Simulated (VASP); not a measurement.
# ZnS (R3m) in VASP: a series of runs, part 2 of 2

VASP 6.6.1. The steps go on from the part before.

## Step 3: Single point, r2SCAN

Contents of POSCAR:

```
ZnS
1.0
    0.0000000000      2.7046500000      2.7046500000
    2.7046500000      0.0000000000      2.7046500000
    2.7046500000      2.7046500000      0.0000000000
Zn S
1 1
Direct
    0.0133416123      0.0133416123      0.0133416123
    0.7500000000      0.7500000000      0.7500000000
```

Contents of INCAR.step1:

```
SYSTEM = ZnS
  ALGO = Normal
  EDIFF = 1E-4
  ENCUT = 520
  GGA = PE
  ISMEAR = 0
  LASPH = .True.
  LCHARG = .False.
  LREAL = .False.
  LWAVE = .True.
  NBANDS = 16
  NELM = 60
  PREC = Accurate
  SIGMA = 0.05
```

Contents of INCAR.step2:

```
SYSTEM = ZnS
  ALGO = Normal
  EDIFF = 1E-6
  ENCUT = 520
  ISIF = 2
  ISMEAR = 0
  ISTART = 1
  LASPH = .True.
  LCHARG = .False.
  LMIXTAU = .True.
  LREAL = .False.
  LWAVE = .False.
  METAGGA = R2SCAN
  NBANDS = 16
  NELM = 60
  PREC = Accurate
  SIGMA = 0.05
```

Contents of KPOINTS:

```
k-points
0
Gamma
  8 8 8
  0 0 0
```

Potentials or basis: VASP PAW PBE potentials, release 64 (Zn, S).

Command:

```sh
cat potpaw_PBE.64/Zn/POTCAR potpaw_PBE.64/S/POTCAR > POTCAR
cp INCAR.step1 INCAR
mpirun -np 1 vasp_std > vasp.out
cp INCAR.step2 INCAR
mpirun -np 1 vasp_std > vasp.out
```

OUTCAR:

```text
SYSTEM = ZnS
   EDIFF = 1E-6
   ENCUT = 520
   ISIF = 2
   ISMEAR = 0
   ISTART = 1
   LASPH = .True.
   LREAL = .False.
   METAGGA = R2SCAN
   NELM = 60
   PREC = Accurate

 ion  position               nearest neighbor table
   1  0.013  0.013  0.013-   2 2.30   2 2.30   2 2.30   2 2.47
   2  0.750  0.750  0.750-   1 2.30   1 2.30   1 2.30   1 2.47

  LATTYP: Found a face centered cubic cell.
 ALAT       =     5.4093000000

  Lattice vectors:

 A1 = (   0.0000000000,   2.7046500000,   2.7046500000)
 A2 = (   2.7046500000,   0.0000000000,   2.7046500000)
 A3 = (   2.7046500000,   2.7046500000,   0.0000000000)

Analysis of symmetry for initial positions (statically):
=====================================================================
 Subroutine PRICEL returns:
 Original cell was already a primitive cell.

 Routine SETGRP: Setting up the symmetry group for a
 face centered cubic supercell.

 Subroutine GETGRP returns: Found  6 space group operations
 (whereof  6 operations were pure point group operations)
 out of a pool of 48 trial point group operations.

The static configuration has the point symmetry C_3v.

Analysis of symmetry for dynamics (positions and initial velocities):
=====================================================================
 Subroutine PRICEL returns:
 Original cell was already a primitive cell.

 Routine SETGRP: Setting up the symmetry group for a
 face centered cubic supercell.

 Subroutine GETGRP returns: Found  6 space group operations
 (whereof  6 operations were pure point group operations)
 out of a pool of 48 trial point group operations.

The dynamic configuration has the point symmetry C_3v.

 Subroutine INISYM returns: Found  6 space group operations
 (whereof  6 operations are pure point group operations),
 and found     1 'primitive' translations

----------------------------------------------------------------------------------------

                                     Primitive cell

  volume of cell :      39.5697

  direct lattice vectors                    reciprocal lattice vectors
     0.000000000  2.704650000  2.704650000    -0.184866803  0.184866803  0.184866803
     2.704650000  0.000000000  2.704650000     0.184866803 -0.184866803  0.184866803
     2.704650000  2.704650000  0.000000000     0.184866803  0.184866803 -0.184866803

  length of vectors
     3.824952711  3.824952711  3.824952711     0.320198696  0.320198696  0.320198696

  position of ions in fractional coordinates (direct lattice)
     0.013341612  0.013341612  0.013341612
     0.750000000  0.750000000  0.750000000

  ion indices of the primitive-cell ions
   primitive index   ion index
                 1           1
                 2           2

----------------------------------------------------------------------------------------

 KPOINTS: k-points

Automatic generation of k-mesh.
 Grid dimensions read from file:
 generate k-points for:    8    8    8

 Generating k-lattice:

  Cartesian coordinates                     Fractional coordinates (reciprocal lattice)
    -0.023108350  0.023108350  0.023108350     0.125000000  0.000000000  0.000000000
     0.023108350 -0.023108350  0.023108350     0.000000000  0.125000000  0.000000000
     0.023108350  0.023108350 -0.023108350     0.000000000  0.000000000  0.125000000

  Length of vectors
     0.040024837  0.040024837  0.040024837

  Shift w.r.t. Gamma in fractional coordinates (k-lattice)
     0.000000000  0.000000000  0.000000000

 Subroutine IBZKPT returns following result:
 ===========================================

 Found     65 irreducible k-points:

 Following reciprocal coordinates:
            Coordinates               Weight
  0.000000  0.000000  0.000000      1.000000
  0.125000  0.000000  0.000000      6.000000
  0.125000  0.125000  0.125000      2.000000
  0.250000  0.000000  0.000000      6.000000
  0.250000  0.250000  0.250000      2.000000
  0.375000  0.000000  0.000000      6.000000
[... 16 lines left out ...]
 -0.250000  0.125000  0.000000     12.000000
  0.125000  0.125000  0.375000      6.000000
 [... further k-points ...]
   k-points           NKPTS =     65   k-points in BZ     NKDIM =     65   number of bands    NBANDS=     16
   number of dos      NEDOS =    301   number of ions     NIONS =      2
   total plane-waves  NPLWV =  21952
   dimension x,y,z NGX =    28 NGY =   28 NGZ =   28
   dimension x,y,z NGXF=    56 NGYF=   56 NGZF=   56
   ions per type =               1   1
   NGX,Y,Z   is equivalent  to a cutoff of  12.17, 12.17, 12.17 a.u.
   NGXF,Y,Z  is equivalent  to a cutoff of  24.34, 24.34, 24.34 a.u.
 SYSTEM =  ZnS
   PREC   = accura    normal or accurate (medium, high low for compatibility)
   ISTART =      1    job   : 0-new  1-cont  2-samecut
   ICHARG =      0    charge: 1-file 2-atom 10-const
   ISPIN  =      1    spin polarized calculation?
   LNONCOLLINEAR =      F non collinear calculations
   LSORBIT =      F    spin-orbit coupling
   LASPH  =      T    aspherical Exc in radial PAW
   ENCUT  =  520.0 eV  38.22 Ry    6.18 a.u.   7.11  7.11  7.11*2*pi/ulx,y,z
   NELM   =     60;   NELMIN=  2; NELMDL=  0     # of ELM steps
   EDIFF  = 0.1E-05   stopping-criterion for ELM
   LREAL  =      F    real-space projection
   EDIFFG = 0.1E-04   stopping-criterion for IOM
   NSW    =      0    number of steps for IOM
   IBRION =     -1    ionic relax: 0-MD 1-quasi-New 2-CG
   NFREE  =      0    steps in history (QN), initial steepest desc. (CG)
   ISIF   =      2    stress and relaxation
   ISYM   =      2    0-nonsym 1-usesym 2-fastsym
   POTIM  = 0.5000    time-step for ionic-motion
   TEBEG  =    0.0;   TEEND  =   0.0 temperature during run
   PSTRESS=    0.0 pullay stress
   NELECT =      18.0000    total number of electrons
   NUPDOWN=      -1.0000    fix difference up-down
   EMIN   =  10.00;   EMAX   =-10.00  energy-range for DOS
   EFERMI =   0.00;   METHOD = LEGACY
   ISMEAR =     0;   SIGMA  =   0.05  broadening in eV -4-tet -1-fermi 0-gaus
   EFERMI_NEDOS =   21; number of points for ismear=-14 and -15
   IALGO  =     38    algorithm
   IMIX   =      4    mixing-type and parameters
     AMIX     =   0.40;   BMIX     =  1.00
     AMIX_MAG =   1.60;   BMIX_MAG =  1.00
  volume/ion in A,a.u.               =      19.78       133.51
  Fermi-wavevector in a.u.,A,eV,Ry     =   1.259055  2.379268 21.568210  1.585219
  Thomas-Fermi vector in A             =   2.392634
   LORBIT       =      0    0 simple, 1 ext, 2 COOP (PROOUT), +10 PAW based schemes
   METAGGA = R2SCAN    functional components
   LHFCALC =     F    Hartree Fock is set to
   AEXX    =    0.0000 exact exchange contribution
   IVDW    =     0    specifies the selected vdW correction
   LEPSILON=     F    determine dielectric tensor
   LRPA    =     F    only Hartree local field effects (RPA)
 non-spin polarized calculation
 Gauss-broadening in eV      SIGMA  =   0.05
  energy-cutoff  :      520.00
  volume of cell :       39.57
 maximum number of plane-waves:      1090
   NGX = 15   NGY = 15   NGZ = 15

 number of electron      18.0000003 magnetization

 Free energy of the ion-electron system (eV)
  ---------------------------------------------------
  ext. energy  EPLUGINS =         0.00000000
  ---------------------------------------------------
  free energy    TOTEN  =       -18.82847991 eV

  energy without entropy =      -18.82847991  energy(sigma->0) =      -18.82847991

 E-fermi :   2.1654     XC(G=0): -10.2676

 val. band max:        1.8889064360   @ k =   0.0000   0.0000   0.0000
 cond. band min:       4.4727010459   @ k =   0.0000   0.0000   0.0000
 fundamental gap:      2.5837946099
 Fermi energy:         2.1654316764

 k-point     1 :       0.0000    0.0000    0.0000
  band No.  band energies     occupation
      1     -11.8635      2.00000
      2      -4.7626      2.00000
      3      -4.7626      2.00000
      4      -4.6004      2.00000
      5      -4.1683      2.00000
      6      -4.1683      2.00000
[... 8 lines left out ...]
     15      14.0945      0.00000
     16      14.2740      0.00000
[... 419 lines left out ...]
 k-point    24 :       0.1250    0.1250    0.3750
  band No.  band energies     occupation
      1     -11.2356      2.00000
      2      -4.6719      2.00000
      3      -4.6378      2.00000
      4      -4.5023      2.00000
      5      -4.1864      2.00000
      6      -4.1272      2.00000
[... 8 lines left out ...]
     15      14.9250      0.00000
     16      15.7983      0.00000

 [... further k-points ...]

------------------------ aborting loop because EDIFF is reached ----------------------------------------

  FORCE on cell =-STRESS in cart. coord.  units (eV):
  Direction    XX          YY          ZZ          XY          YZ          ZX
  --------------------------------------------------------------------------------------
  -------------------------------------------------------------------------------------
  Total       -0.0879743     -0.0879743     -0.0879743     -0.2887693     -0.2887693     -0.2887693
  in kB       -3.5620749     -3.5620749     -3.5620749    -11.6922593    -11.6922593    -11.6922593
  external PRESSURE =      -3.5620749 kB  Pullay stress =       0.0000000 kB

 VOLUME and BASIS-vectors are now :
 -----------------------------------------------------------------------------
  energy-cutoff  :      520.00
  volume of cell :       39.57
      direct lattice vectors                 reciprocal lattice vectors
     0.000000000  2.704650000  2.704650000    -0.184866803  0.184866803  0.184866803
     2.704650000  0.000000000  2.704650000     0.184866803 -0.184866803  0.184866803
     2.704650000  2.704650000  0.000000000     0.184866803  0.184866803 -0.184866803

 POSITION                                       TOTAL-FORCE (eV/Angst)
 -----------------------------------------------------------------------------------
      0.07217      0.07217      0.07217        -0.305963     -0.305963     -0.305963
      4.05697      4.05697      4.05697         0.305963      0.305963      0.305963
 -----------------------------------------------------------------------------------
    total drift:                               -0.001899     -0.001899     -0.001898

  FREE ENERGIE OF THE ION-ELECTRON SYSTEM (eV)
  ---------------------------------------------------
  free  energy   TOTEN  =       -18.8284799148 eV

  energy  without entropy=      -18.8284799148  energy(sigma->0) =      -18.82847991
```

Run time: 2.5 min. Hardware: 1 thread of Intel Xeon Platinum 8259CL at 2.50GHz (Skylake/Cascade Lake), shared host; peak memory 0.18 GiB.

Results:

* Free energy: -18.8285 eV
* Pressure: -0.4 GPa
* Largest force: 0.530 eV/Å
* Band gap on the k mesh: 2.58 eV, direct

Forces in eV/Å, atoms in the order of the input:
```
Zn  -0.306 -0.306 -0.306
S    0.306  0.306  0.306
```

Levels at points of the mesh, in eV from the valence-band top:
```csv
k point,band 6,band 7,band 8,band 9,band 10,band 11,band 12,band 13
"(0.00, 0.00, 0.00)",-6.06,-0.15,-0.15,0.00,2.58,6.83,6.85,6.85
"(0.50, 0.00, 0.00)",-5.87,-5.53,-1.19,-0.79,3.79,7.04,7.72,9.34
"(0.50, 0.50, 0.50)",-5.85,-5.14,-0.91,-0.91,3.54,7.14,7.14,9.19
"(0.50, 0.50, 0.00)",-5.85,-4.69,-2.39,-2.29,3.61,4.41,11.63,12.67
```

Caveat: the cell differs from its parent crystal (all Zn atoms moved -0.125 Å, as atom 1 towards its neighbour atom 2 (S) at 2.342 Å); the PAW data sets were made with another functional, which shifts forces and pressure a little.
